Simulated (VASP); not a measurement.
# TaN (F-43m) in VASP: further runs

TaN is run at these levels: PBEsol; tasks: single point.

Program: VASP 6.6.1. These are calculated values, not measurements. Logs are shortened: lines on timing, memory, paths and dates and some standing lists are left out, and cuts for length are marked.

## 1. The cell of the first run

The structure is cubic, space group F-43m (No. 216). Conventional cell: a = 4.570 Å, b = 4.570 Å, c = 4.570 Å, α = 90.00°, β = 90.00°, γ = 90.00°. Within 2.6 Å of Ta (site symmetry -43m) lie 4 N at 1.98 Å. Within 2.6 Å of N (site symmetry -43m) lie 4 Ta at 1.98 Å.

## 2. Single point, PBEsol

Contents of INCAR:

```
  ALGO = Normal
  EDIFF = 1E-6
  ENCUT = 600
  GGA = PS
  GGA_COMPAT = False
  ISIF = 2
  ISMEAR = -1
  LASPH = True
  LCHARG = False
  LREAL = False
  LWAVE = False
  NBANDS = 15
  NELM = 120
  PREC = Accurate
  SIGMA = 0.05
```

Contents of KPOINTS:

```
k-points
0
Gamma
  9 9 9
```

Contents of POSCAR:

```
TaN
1.0
    0.0000000000      2.2847672792      2.2847672792
    2.2847672792      0.0000000000      2.2847672792
    2.2847672792      2.2847672792      0.0000000000
Ta N
1 1
Direct
    0.0000000000      0.0000000000      0.0000000000
    0.2500000000      0.2500000000      0.2500000000
```

Potentials or basis: VASP PAW PBE potentials, release 64 (Ta_pv, N).

On the command line:

```console
$ cat potpaw_PBE.64/Ta_pv/POTCAR potpaw_PBE.64/N/POTCAR > POTCAR
$ mpirun -np 1 vasp_std > vasp.out
```

OUTCAR:

```text
EDIFF = 1E-6
   ENCUT = 600
   GGA = PS
   ISIF = 2
   ISMEAR = -1
   LASPH = True
   LREAL = False
   NELM = 120
   PREC = Accurate

 ion  position               nearest neighbor table
   1  0.000  0.000  0.000-   2 1.98   2 1.98   2 1.98   2 1.98
   2  0.250  0.250  0.250-   1 1.98   1 1.98   1 1.98   1 1.98

  LATTYP: Found a face centered cubic cell.
 ALAT       =     4.5695345584

  Lattice vectors:

 A1 = (   0.0000000000,   2.2847672792,   2.2847672792)
 A2 = (   2.2847672792,   0.0000000000,   2.2847672792)
 A3 = (   2.2847672792,   2.2847672792,   0.0000000000)

Analysis of symmetry for initial positions (statically):
=====================================================================
 Subroutine PRICEL returns:
 Original cell was already a primitive cell.

 Routine SETGRP: Setting up the symmetry group for a
 face centered cubic supercell.

 Subroutine GETGRP returns: Found 24 space group operations
 (whereof 24 operations were pure point group operations)
 out of a pool of 48 trial point group operations.

The static configuration has the point symmetry T_d .

Analysis of symmetry for dynamics (positions and initial velocities):
=====================================================================
 Subroutine PRICEL returns:
 Original cell was already a primitive cell.

 Routine SETGRP: Setting up the symmetry group for a
 face centered cubic supercell.

 Subroutine GETGRP returns: Found 24 space group operations
 (whereof 24 operations were pure point group operations)
 out of a pool of 48 trial point group operations.

The dynamic configuration has the point symmetry T_d .

 Subroutine INISYM returns: Found 24 space group operations
 (whereof 24 operations are pure point group operations),
 and found     1 'primitive' translations

----------------------------------------------------------------------------------------

                                     Primitive cell

  volume of cell :      23.8537

  direct lattice vectors                    reciprocal lattice vectors
     0.000000000  2.284767279  2.284767279    -0.218840669  0.218840669  0.218840669
     2.284767279  0.000000000  2.284767279     0.218840669 -0.218840669  0.218840669
     2.284767279  2.284767279  0.000000000     0.218840669  0.218840669 -0.218840669

  length of vectors
     3.231148873  3.231148873  3.231148873     0.379043158  0.379043158  0.379043158

  position of ions in fractional coordinates (direct lattice)
     0.000000000  0.000000000  0.000000000
     0.250000000  0.250000000  0.250000000

  ion indices of the primitive-cell ions
   primitive index   ion index
                 1           1
                 2           2

----------------------------------------------------------------------------------------

 KPOINTS: k-points

Automatic generation of k-mesh.
 Grid dimensions read from file:
 generate k-points for:    9    9    9

 Generating k-lattice:

  Cartesian coordinates                     Fractional coordinates (reciprocal lattice)
    -0.024315630  0.024315630  0.024315630     0.111111111  0.000000000  0.000000000
     0.024315630 -0.024315630  0.024315630     0.000000000  0.111111111  0.000000000
     0.024315630  0.024315630 -0.024315630     0.000000000  0.000000000  0.111111111

  Length of vectors
     0.042115906  0.042115906  0.042115906

  Shift w.r.t. Gamma in fractional coordinates (k-lattice)
     0.000000000  0.000000000  0.000000000

 Subroutine IBZKPT returns following result:
 ===========================================

 Found     35 irreducible k-points:

 Following reciprocal coordinates:
            Coordinates               Weight
  0.000000  0.000000  0.000000      1.000000
  0.111111  0.000000  0.000000      8.000000
  0.222222  0.000000  0.000000      8.000000
  0.333333  0.000000  0.000000      8.000000
  0.444444  0.000000  0.000000      8.000000
  0.111111  0.111111  0.000000      6.000000
[... 16 lines left out ...]
 -0.333333  0.333333  0.000000     12.000000
  0.444444  0.444444  0.000000      6.000000
 [... further k-points ...]
   k-points           NKPTS =     35   k-points in BZ     NKDIM =     35   number of bands    NBANDS=     15
   number of dos      NEDOS =    301   number of ions     NIONS =      2
   total plane-waves  NPLWV =  21952
   dimension x,y,z NGX =    28 NGY =   28 NGZ =   28
   dimension x,y,z NGXF=    56 NGYF=   56 NGZF=   56
   ions per type =               1   1
   NGX,Y,Z   is equivalent  to a cutoff of  14.41, 14.41, 14.41 a.u.
   NGXF,Y,Z  is equivalent  to a cutoff of  28.81, 28.81, 28.81 a.u.
 SYSTEM =  unknown system
   PREC   = accura    normal or accurate (medium, high low for compatibility)
   ISTART =      0    job   : 0-new  1-cont  2-samecut
   ICHARG =      2    charge: 1-file 2-atom 10-const
   ISPIN  =      1    spin polarized calculation?
   LNONCOLLINEAR =      F non collinear calculations
   LSORBIT =      F    spin-orbit coupling
   LASPH  =      T    aspherical Exc in radial PAW
   ENCUT  =  600.0 eV  44.10 Ry    6.64 a.u.   6.45  6.45  6.45*2*pi/ulx,y,z
   NELM   =    120;   NELMIN=  2; NELMDL= -5     # of ELM steps
   EDIFF  = 0.1E-05   stopping-criterion for ELM
   LREAL  =      F    real-space projection
   EDIFFG = 0.1E-04   stopping-criterion for IOM
   NSW    =      0    number of steps for IOM
   IBRION =     -1    ionic relax: 0-MD 1-quasi-New 2-CG
   NFREE  =      0    steps in history (QN), initial steepest desc. (CG)
   ISIF   =      2    stress and relaxation
   ISYM   =      2    0-nonsym 1-usesym 2-fastsym
   POTIM  = 0.5000    time-step for ionic-motion
   TEBEG  =    0.0;   TEEND  =   0.0 temperature during run
   PSTRESS=    0.0 pullay stress
   NELECT =      16.0000    total number of electrons
   NUPDOWN=      -1.0000    fix difference up-down
   EMIN   =  10.00;   EMAX   =-10.00  energy-range for DOS
   EFERMI =   0.00;   METHOD = LEGACY
   ISMEAR =    -1;   SIGMA  =   0.05  broadening in eV -4-tet -1-fermi 0-gaus
   EFERMI_NEDOS =   21; number of points for ismear=-14 and -15
   IALGO  =     38    algorithm
   IMIX   =      4    mixing-type and parameters
     AMIX     =   0.40;   BMIX     =  1.00
     AMIX_MAG =   1.60;   BMIX_MAG =  1.00
  volume/ion in A,a.u.               =      11.93        80.49
  Fermi-wavevector in a.u.,A,eV,Ry     =   1.433055  2.708081 27.941558  2.053647
  Thomas-Fermi vector in A             =   2.552615
   LORBIT       =      0    0 simple, 1 ext, 2 COOP (PROOUT), +10 PAW based schemes
   GGA     = PS    functional components
   LHFCALC =     F    Hartree Fock is set to
   AEXX    =    0.0000 exact exchange contribution
   IVDW    =     0    specifies the selected vdW correction
   LEPSILON=     F    determine dielectric tensor
   LRPA    =     F    only Hartree local field effects (RPA)
 non-spin polarized calculation
  energy-cutoff  :      600.00
  volume of cell :       23.85
 maximum number of plane-waves:       821
 NGX is ok and might be reduce to    28
   NGX = 13   NGY = 13   NGZ = 13

 number of electron      16.0000000 magnetization

 Free energy of the ion-electron system (eV)
  ---------------------------------------------------
  ext. energy  EPLUGINS =         0.00000000
  ---------------------------------------------------
  free energy    TOTEN  =       -22.50809327 eV

  energy without entropy =      -22.49689562  energy(sigma->0) =      -22.50249444

 E-fermi :   7.8300     XC(G=0): -12.7218

 val. band max:        7.8291806555   @ k =  -0.3333   0.2222   0.0000
 cond. band min:       7.8457209784   @ k =  -0.3333   0.4444   0.2222
 fundamental gap:      0.0165403229
 Fermi energy:         7.8299593920

 k-point     1 :       0.0000    0.0000    0.0000
  band No.  band energies     occupation
      1     -27.5023      2.00000
      2     -27.5023      2.00000
      3     -27.5023      2.00000
      4     -10.4303      2.00000
      5       0.1147      2.00000
      6       0.1147      2.00000
      7       0.1147      2.00000
      8       6.9009      2.00000
      9       8.3974      0.00002
     10       8.3974      0.00002
     11      14.2659      0.00000
     12      14.2659      0.00000
     13      14.2659      0.00000
     14      20.7302      0.00000
     15      22.2824      0.00000

 k-point     2 :       0.1111    0.0000    0.0000
  band No.  band energies     occupation
      1     -27.5898      2.00000
      2     -27.5136      2.00000
      3     -27.5136      2.00000
      4     -10.2262      2.00000
      5      -0.0946      2.00000
      6       0.2336      2.00000
      7       0.2336      2.00000
      8       7.5663      1.98979
      9       8.1948      0.00135
     10       8.1948      0.00135
     11      13.9174      0.00000
     12      14.5804      0.00000
     13      14.5804      0.00000
     14      20.0946      0.00000
     15      20.7433      0.00000

 k-point     3 :       0.2222    0.0000    0.0000
  band No.  band energies     occupation
      1     -27.8044      2.00000
      2     -27.5420      2.00000
      3     -27.5420      2.00000
      4      -9.7404      2.00000
      5      -0.3226      2.00000
      6       0.5079      2.00000
      7       0.5079      2.00000
      8       7.9849      0.08635
      9       7.9849      0.08635
     10       8.8453      0.00000
     11      13.3954      0.00000
     12      14.7801      0.00000
     13      14.7801      0.00000
     14      17.2245      0.00000
     15      20.7360      0.00000
[... 343 lines left out ...]
 k-point    23 :      -0.3333    0.3333    0.0000
  band No.  band energies     occupation
      1     -28.0605      2.00000
      2     -27.8987      2.00000
      3     -27.6654      2.00000
      4      -8.5160      2.00000
      5      -0.0793      2.00000
      6       1.5369      2.00000
      7       1.8529      2.00000
      8       5.4015      2.00000
      9       8.3540      0.00006
     10       9.4355      0.00000
     11      13.2787      0.00000
     12      13.5172      0.00000
     13      16.9061      0.00000
     14      18.2156      0.00000
     15      20.7307      0.00000

 k-point    24 :       0.4444    0.4444    0.0000
  band No.  band energies     occupation
      1     -28.1736      2.00000
      2     -27.7378      2.00000
      3     -27.7378      2.00000
      4      -8.4873      2.00000
      5      -1.4338      2.00000
      6       2.6719      2.00000
      7       2.6719      2.00000
      8       5.1786      2.00000
      9       9.3524      0.00000
     10      10.4179      0.00000
     11      11.6530      0.00000
     12      11.6530      0.00000
     13      17.7376      0.00000
     14      20.6859      0.00000
     15      21.2189      0.00000

 [... further k-points ...]

------------------------ aborting loop because EDIFF is reached ----------------------------------------

  FORCE on cell =-STRESS in cart. coord.  units (eV):
  Direction    XX          YY          ZZ          XY          YZ          ZX
  --------------------------------------------------------------------------------------
  -------------------------------------------------------------------------------------
  Total        4.6396200      4.6396200      4.6396200      0.0000000      0.0000000      0.0000000
  in kB      311.6284383    311.6284383    311.6284383      0.0000000      0.0000000      0.0000000
  external PRESSURE =     311.6284383 kB  Pullay stress =       0.0000000 kB

 VOLUME and BASIS-vectors are now :
 -----------------------------------------------------------------------------
  energy-cutoff  :      600.00
  volume of cell :       23.85
      direct lattice vectors                 reciprocal lattice vectors
     0.000000000  2.284767279  2.284767279    -0.218840669  0.218840669  0.218840669
     2.284767279  0.000000000  2.284767279     0.218840669 -0.218840669  0.218840669
     2.284767279  2.284767279  0.000000000     0.218840669  0.218840669 -0.218840669

 POSITION                                       TOTAL-FORCE (eV/Angst)
 -----------------------------------------------------------------------------------
      0.00000      0.00000      0.00000         0.000000      0.000000      0.000000
      1.14238      1.14238      1.14238        -0.000000     -0.000000     -0.000000
 -----------------------------------------------------------------------------------
    total drift:                                0.000000      0.000000      0.000000

  FREE ENERGIE OF THE ION-ELECTRON SYSTEM (eV)
  ---------------------------------------------------
  free  energy   TOTEN  =       -22.5080932657 eV

  energy  without entropy=      -22.4968956209  energy(sigma->0) =      -22.50249444
```

Run time: 34 s. Hardware: 1 thread of Intel Xeon 8259CL, shared host; peak memory 0.17 GiB.

Results:

| Property | Result |
| --- | --- |
| Free energy | -22.5081 eV |
| Pressure | 31.2 GPa |
| Band gap on the k mesh | zero (bands 8 and 9 overlap by 0.72 eV) |

Levels at points of the mesh, in eV from the Fermi level:
```
           k point  band 5  band 6  band 7  band 8  band 9  band 10  band 11  band 12
(0.00, 0.00, 0.00)   -7.72   -7.72   -7.72   -0.93    0.57     0.57     6.44     6.44
```

Caveat: the cell stands under pressure; the PAW data sets were made with another functional, which shifts forces and pressure a little; spin-orbit coupling is left out, which moves the levels of the heavy elements.

## 3. Single point, PBEsol

This run uses another cell than the first one, of 12.64 Å³/atom.

Contents of INCAR:

```
SYSTEM = TaN
PREC = Accurate
ENCUT = 600
EDIFF = 1E-6
ISMEAR = -1
SIGMA = 0.05
LREAL = .FALSE.
LASPH = .TRUE.
NELM = 120
ALGO = Normal
ISIF = 2
LWAVE = .FALSE.
LCHARG = .FALSE.
GGA = PS
NBANDS = 15
GGA_COMPAT = .FALSE.
```

Contents of KPOINTS:

```
regular mesh
0
G
  9 9 9
  0 0 0
```

Contents of POSCAR:

```
TaN
1.0
    0.0000000000      2.3296537399      2.3296537399
    2.3296537399      0.0000000000      2.3296537399
    2.3296537399      2.3296537399      0.0000000000
Ta N
1 1
Direct
    0.0000000000      0.0000000000      0.0000000000
    0.2500000000      0.2500000000      0.2500000000
```

Potentials or basis: VASP PAW PBE potentials, release 64 (Ta_pv, N).

On the command line:

```console
$ cat potpaw_PBE.64/Ta_pv/POTCAR potpaw_PBE.64/N/POTCAR > POTCAR
$ mpirun -np 1 vasp_std > vasp.out
```

It took 31 s on 1 thread of Intel Xeon 8259CL, shared host; peak memory 0.16 GiB.

The run converged. Its results:

```yaml
Free_energy: -22.6934 eV
Pressure: 10.8 GPa
Band_gap_on_the_k_mesh: zero (bands 8 and 9 overlap by 0.66 eV)
```

Levels at points of the mesh, in eV from the Fermi level:
| k point | band 5 | band 6 | band 7 | band 8 | band 9 | band 10 | band 11 | band 12 |
| --- | --- | --- | --- | --- | --- | --- | --- | --- |
| (0.00, 0.00, 0.00) | -7.31 | -7.31 | -7.31 | -1.01 | 0.53 | 0.53 | 6.09 | 6.09 |

Caveat: the cell stands under pressure; the PAW data sets were made with another functional, which shifts forces and pressure a little; spin-orbit coupling is left out, which moves the levels of the heavy elements.
